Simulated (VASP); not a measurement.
Here is a VASP 6.6.1 calculation.

The input INCAR:

```
SYSTEM = ZnAu
PREC = Accurate
ENCUT = 520
EDIFF = 1E-6
ISMEAR = 0
SIGMA = 0.1
LREAL = .False.
LASPH = .True.
NELM = 80
ALGO = Fast
ISIF = 2
LWAVE = .False.
LCHARG = .False.
GGA = PS
NBANDS = 18
```

KPOINTS

```
regular mesh
0
Gamma
  12 12 12
  0 0 0
```

The input POSCAR:

```
ZnAu
1.0
    3.2357454000      0.1888200000      0.1888200000
    0.1888200000      3.2357454000      0.1888200000
    0.1888200000      0.1888200000      3.2357454000
Zn Au
1 1
Direct
    0.5000000000      0.5000000000      0.5000000000
    0.0000000000      0.0000000000      0.0000000000
```

Potentials or basis: VASP PAW PBE potentials, release 64 (Zn, Au).

Command:

```console
$ cat potpaw_PBE.64/Zn/POTCAR potpaw_PBE.64/Au/POTCAR > POTCAR
$ mpirun -np 1 vasp_std > vasp.out
```

(1) Estimate the pressure.

(2) Estimate the band gap on the k mesh.

Results:

(1) -6.9 GPa.

(2) zero (an odd number of electrons rules out a gap without spin polarisation).

Caveat: the cell differs from its parent crystal (strained); the cell stands under tension; the PAW data sets were made with another functional, which shifts forces and pressure a little; spin-orbit coupling is left out, which moves the levels of the heavy elements.
